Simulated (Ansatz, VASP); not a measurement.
Two plane-wave programs on MgO

```
CELL_PARAMETERS angstrom
0.04003 2.13515 2.13515
2.13515 0.04003 2.13515
2.17518 2.17518 0.00000
ATOMIC_POSITIONS crystal
Mg 0.00000 0.00000 0.00000
O 0.50000 0.50000 0.50000
```

Change from the starting cell: strain +0.0375 x Voigt [0, 0, 0, 0, 0, 1], atoms carried along.

Alike in both runs: task single point; functional PBEsol; k mesh 10 × 10 × 10; occupations gaussian, width 0.05 eV; no spin polarisation.

|  | VASP | Ansatz |
| --- | --- | --- |
| version | VASP 6.6.1 | Ansatz 0.2.0 |
| potentials or method | VASP PAW PBE potentials, release 64 (Mg, O), cutoff 520 eV | scalar-relativistic, plane waves, PAW |
| valence electrons in the cell | 8 | 16 |

Ansatz gave:

| Item | Value |
| --- | --- |
| gap on the k mesh at the Fermi level (eV) | 4.09 |
| least direct gap on the mesh (eV) | 4.09 |
| pressure (GPa) | -5.7 |
| traceless stress, the component that is largest in VASP (GPa) | -5.19 |

Question: Estimate VASP's values.

Answer: gap on the k mesh at the Fermi level (eV): 4.09; least direct gap on the mesh (eV): 4.09; pressure (GPa): -6.3; traceless stress, the component that is largest in VASP (GPa): -5.22.

VASP's potentials were made for PBE, not for PBEsol. VASP's potentials hold 8 valence electrons a cell and Ansatz's 16, so a difference there can come from the potentials and not from the codes.
